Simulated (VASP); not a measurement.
Li, 4 atoms in the cell. It takes space group P6_3/mmc (No. 194, hexagonal). Conventional cell: a = 3.092 Å, b = 3.092 Å, c = 10.137 Å, α = 90.00°, β = 90.00°, γ = 120.00°. Within 4.1 Å of Li (site symmetry -3m) lie 12 Li at 3.09 to 3.10 Å. Within 4.1 Å of Li (site symmetry -6m2) lie 12 Li at 3.09 to 3.10 Å. This isn't the form of Li at room conditions, which is bcc.

* Program: VASP 6.6.1
* Task: single point
* Functional: r2SCAN
* Potentials or basis: VASP PAW PBE potentials, release 64 (Li_sv)
* Cutoff: 520 eV
* k mesh: 18 × 18 × 6
* Occupations: gaussian, width 0.1 eV
* Spin: no spin polarisation
* Dipole correction: no
* Further INCAR settings: ALGO = Normal; EDIFF = 1e-06; NBANDS = 14

Potentials or basis: VASP PAW PBE potentials, release 64 (Li_sv).

Command:

```console
$ cat potpaw_PBE.64/Li_sv/POTCAR > POTCAR
$ cp INCAR.step1 INCAR
$ mpirun -np 1 vasp_std > vasp.out
$ cp INCAR.step2 INCAR
$ mpirun -np 1 vasp_std > vasp.out
```

Hardware: 1 thread of Intel(R) Xeon(R) Platinum 8488C (Sapphire Rapids) (shared host).

Problem. How long does it take, and how much memory?

Solution. Wall time 11 min on 1 thread of Intel(R) Xeon(R) Platinum 8488C (Sapphire Rapids) (shared host), peak memory 0.28 GiB. Counts: k points 148.
